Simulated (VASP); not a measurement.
# Pt (Im-3m) in VASP: a series of runs

The runs below take Pt through single point, relaxation of cell and atoms, with PBE.

Program: VASP 6.6.1. These are calculated values, not measurements. Logs are shortened: lines on timing, memory, paths and dates and some standing lists are left out, and cuts for length are marked.

### Step 1. The cell of the first run

It takes space group Im-3m (No. 229, cubic). Conventional cell: a = 3.162 Å, b = 3.162 Å, c = 3.162 Å, α = 90.00°, β = 90.00°, γ = 90.00°. Within 3.6 Å of Pt (site symmetry m-3m) lie 14 Pt at 2.74 to 3.16 Å.

This isn't the form of Pt at room conditions, which is fcc.

### Step 2. Single point, PBE

INCAR

```
PREC = Accurate
ENCUT = 500
EDIFF = 1E-6
ISMEAR = -1
SIGMA = 0.1
LREAL = F
LASPH = T
NELM = 120
ALGO = Normal
ISIF = 2
LWAVE = F
LCHARG = F
GGA = PE
NBANDS = 11
GGA_COMPAT = F
```

KPOINTS

```
regular mesh
0
Gamma
  9 9 9
```

POSCAR

```
Pt
1.0
   -1.5810084679      1.5810084679      1.5810084679
    1.5810084679     -1.5810084679      1.5810084679
    1.5810084679      1.5810084679     -1.5810084679
Pt
1
Direct
    0.0000000000      0.0000000000      0.0000000000
```

Potentials or basis: VASP PAW PBE potentials, release 64 (Pt).

Command:

```console
> cat potpaw_PBE.64/Pt/POTCAR > POTCAR
> mpirun -np 1 vasp_std > vasp.out
```

OUTCAR:

```text
PREC = Accurate
   ENCUT = 500
   EDIFF = 1E-6
   ISMEAR = -1
   LREAL = F
   LASPH = T
   NELM = 120
   ISIF = 2
   GGA = PE

 ion  position               nearest neighbor table
   1  0.000  0.000  0.000-

  LATTYP: Found a body centered cubic cell.
 ALAT       =     3.1620169358

  Lattice vectors:

 A1 = (  -1.5810084679,   1.5810084679,   1.5810084679)
 A2 = (   1.5810084679,  -1.5810084679,   1.5810084679)
 A3 = (   1.5810084679,   1.5810084679,  -1.5810084679)

Analysis of symmetry for initial positions (statically):
=====================================================================
 Subroutine PRICEL returns:
 Original cell was already a primitive cell.

 Routine SETGRP: Setting up the symmetry group for a
 body centered cubic supercell.

 Subroutine GETGRP returns: Found 48 space group operations
 (whereof 48 operations were pure point group operations)
 out of a pool of 48 trial point group operations.

The static configuration has the point symmetry O_h .

Analysis of symmetry for dynamics (positions and initial velocities):
=====================================================================
 Subroutine PRICEL returns:
 Original cell was already a primitive cell.

 Routine SETGRP: Setting up the symmetry group for a
 body centered cubic supercell.

 Subroutine GETGRP returns: Found 48 space group operations
 (whereof 48 operations were pure point group operations)
 out of a pool of 48 trial point group operations.

The dynamic configuration has the point symmetry O_h .

 Subroutine INISYM returns: Found 48 space group operations
 (whereof 48 operations are pure point group operations),
 and found     1 'primitive' translations

----------------------------------------------------------------------------------------

                                     Primitive cell

  volume of cell :      15.8075

  direct lattice vectors                    reciprocal lattice vectors
    -1.581008468  1.581008468  1.581008468     0.000000000  0.316253841  0.316253841
     1.581008468 -1.581008468  1.581008468     0.316253841  0.000000000  0.316253841
     1.581008468  1.581008468 -1.581008468     0.316253841  0.316253841  0.000000000

  length of vectors
     2.738386994  2.738386994  2.738386994     0.447250471  0.447250471  0.447250471

  position of ions in fractional coordinates (direct lattice)
     0.000000000  0.000000000  0.000000000

  ion indices of the primitive-cell ions
   primitive index   ion index
                 1           1
[... 78 lines left out ...]
   ISIF   =      2    stress and relaxation
   ISYM   =      2    0-nonsym 1-usesym 2-fastsym
   POTIM  = 0.5000    time-step for ionic-motion
   TEBEG  =    0.0;   TEEND  =   0.0 temperature during run
   PSTRESS=    0.0 pullay stress
   NELECT =      10.0000    total number of electrons
   NUPDOWN=      -1.0000    fix difference up-down
   EMIN   =  10.00;   EMAX   =-10.00  energy-range for DOS
   EFERMI =   0.00;   METHOD = LEGACY
   ISMEAR =    -1;   SIGMA  =   0.10  broadening in eV -4-tet -1-fermi 0-gaus
   EFERMI_NEDOS =   21; number of points for ismear=-14 and -15
   IALGO  =     38    algorithm
   IMIX   =      4    mixing-type and parameters
     AMIX     =   0.40;   BMIX     =  1.00
     AMIX_MAG =   1.60;   BMIX_MAG =  1.00
  volume/ion in A,a.u.               =      15.81       106.67
  Fermi-wavevector in a.u.,A,eV,Ry     =   1.405359  2.655744 26.871971  1.975034
  Thomas-Fermi vector in A             =   2.527828
   LORBIT       =      0    0 simple, 1 ext, 2 COOP (PROOUT), +10 PAW based schemes
   GGA     = PE    functional components
   LHFCALC =     F    Hartree Fock is set to
   AEXX    =    0.0000 exact exchange contribution
   IVDW    =     0    specifies the selected vdW correction
   LEPSILON=     F    determine dielectric tensor
   LRPA    =     F    only Hartree local field effects (RPA)
 non-spin polarized calculation
  energy-cutoff  :      500.00
  volume of cell :       15.81
 maximum number of plane-waves:       414
   NGX =  9   NGY =  9   NGZ =  9

 number of electron      10.0000000 magnetization

 number of electron       9.9999999 magnetization

 Free energy of the ion-electron system (eV)
  ---------------------------------------------------
  ext. energy  EPLUGINS =         0.00000000
  ---------------------------------------------------
  free energy    TOTEN  =        -6.03496538 eV

  energy without entropy =       -5.99992221  energy(sigma->0) =       -6.01744380

 E-fermi :  10.0987     XC(G=0): -13.2037

 val. band max:       10.0812004647   @ k =  -0.2222   0.3333   0.1111
 cond. band min:      10.2854754771   @ k =  -0.4444   0.4444   0.4444
 fundamental gap:      0.2042750124
 Fermi energy:        10.0986960483

 k-point     1 :       0.0000    0.0000    0.0000
  band No.  band energies     occupation
      1       0.6995      2.00000
      2       6.7050      2.00000
      3       6.7050      2.00000
      4       6.7050      2.00000
      5       9.1811      1.99979
      6       9.1811      1.99979
      7      27.2919      0.00000
      8      27.2919      0.00000
      9      27.2919      0.00000
     10      37.3165      0.00000
     11      37.3175      0.00000
[... 309 lines left out ...]
 k-point    24 :      -0.4444   -0.4444    0.1111
  band No.  band energies     occupation
      1       4.5921      2.00000
      2       6.0271      2.00000
      3       6.7900      2.00000
      4       8.4720      2.00000
      5      10.5631      0.01905
      6      14.4744      0.00000
      7      16.2747      0.00000
      8      22.2982      0.00000
      9      26.6033      0.00000
     10      31.7788      0.00000
     11      33.9593      0.00000

 [... further k-points ...]

------------------------ aborting loop because EDIFF is reached ----------------------------------------

  FORCE on cell =-STRESS in cart. coord.  units (eV):
  Direction    XX          YY          ZZ          XY          YZ          ZX
  --------------------------------------------------------------------------------------
  -------------------------------------------------------------------------------------
  Total       -0.0439321     -0.0439321     -0.0439321      0.0000000      0.0000000      0.0000000
  in kB       -4.4527675     -4.4527675     -4.4527675      0.0000000      0.0000000      0.0000000
  external PRESSURE =      -4.4527675 kB  Pullay stress =       0.0000000 kB

 VOLUME and BASIS-vectors are now :
 -----------------------------------------------------------------------------
  energy-cutoff  :      500.00
  volume of cell :       15.81
      direct lattice vectors                 reciprocal lattice vectors
    -1.581008468  1.581008468  1.581008468     0.000000000  0.316253841  0.316253841
     1.581008468 -1.581008468  1.581008468     0.316253841  0.000000000  0.316253841
     1.581008468  1.581008468 -1.581008468     0.316253841  0.316253841  0.000000000

 POSITION                                       TOTAL-FORCE (eV/Angst)
 -----------------------------------------------------------------------------------
      0.00000      0.00000      0.00000        -0.000000      0.000000     -0.000000
 -----------------------------------------------------------------------------------
    total drift:                                0.000000      0.000000      0.000000

  FREE ENERGIE OF THE ION-ELECTRON SYSTEM (eV)
  ---------------------------------------------------
  free  energy   TOTEN  =        -6.0349653843 eV

  energy  without entropy=       -5.9999222131  energy(sigma->0) =       -6.01744380
```

Run time: 3.6 s. Hardware: 1 thread of Intel Xeon Platinum 8488C (Sapphire Rapids), shared host; peak memory 0.13 GiB.

What came out:

| Property | Result |
| --- | --- |
| Free energy | -6.0350 eV |
| Pressure | -0.4 GPa |
| Band gap on the k mesh | zero (bands 5 and 6 overlap by 1.77 eV) |

Caveat: spin-orbit coupling is left out, which moves the levels of the heavy elements.

### Step 3. Relaxation of cell and atoms, PBE

This run uses another cell than the first one, of 15.04 Å³/atom.

INCAR

```
PREC = Accurate
ENCUT = 500
EDIFF = 1E-7
ISMEAR = -1
SIGMA = 0.1
LREAL = F
LASPH = T
NELM = 120
ALGO = Normal
ISIF = 3
LWAVE = F
LCHARG = F
GGA = PE
IBRION = 2
NSW = 80
EDIFFG = -0.03
GGA_COMPAT = F
NELMIN = 4
```

KPOINTS

```
Automatic mesh
0
Gamma
  9 9 9
```

POSCAR

```
Pt
1.0
   -1.5550000000      1.5550000000      1.5550000000
    1.5550000000     -1.5550000000      1.5550000000
    1.5550000000      1.5550000000     -1.5550000000
Pt
1
Direct
    0.0000000000      0.0000000000      0.0000000000
```

Potentials or basis: VASP PAW PBE potentials, release 64 (Pt).

Command:

```console
> cat potpaw_PBE.64/Pt/POTCAR > POTCAR
> mpirun -np 1 vasp_std > vasp.out
```

Wall time 11 s (1 thread of Intel Xeon Platinum 8488C (Sapphire Rapids), shared host); peak memory 0.13 GiB.

The run converged. Its results:

- Free energy: -6.0345 eV
- Relaxed volume: 15.78 Å³/atom
- Relaxed cell: a = 2.737 Å, b = 2.737 Å, c = 2.737 Å, α = 109.47°, β = 109.47°, γ = 109.47°
- Space group after relaxing (to 0.1 Å): Im-3m (No. 229)
- Energy gained by relaxing: 28.5 meV/atom
- Ionic steps: 4
- Pressure after relaxing: -0.1 GPa
- Band gap on the k mesh: zero (bands 5 and 6 overlap by 1.78 eV)

Step by step:
| step | energy change (eV) | largest force (eV/Å) | pressure (GPa) | volume (Å³) |
| --- | --- | --- | --- | --- |
| 1 | 0.0000 | 0.0000 | 13.08 | 15.04 |
| 2 | 0.1277 | 0.0000 | -20.77 | 17.87 |
| 3 | -0.0285 | 0.0000 | -0.59 | 15.82 |
| 4 | -0.0285 | 0.0000 | -0.06 | 15.78 |

Final structure:
```
Pt
1.0
    -1.58019    1.58019    1.58019
     1.58019   -1.58019    1.58019
     1.58019    1.58019   -1.58019
Pt
1
Direct
  0.00000 0.00000 0.00000
```

Levels at points of the mesh, in eV from the Fermi level:
```
           k point  band 3  band 4  band 5  band 6  band 7  band 8
(0.00, 0.00, 0.00)   -3.40   -3.40   -0.92   -0.92   17.19   17.19
```

Caveat: spin-orbit coupling is left out, which moves the levels of the heavy elements.
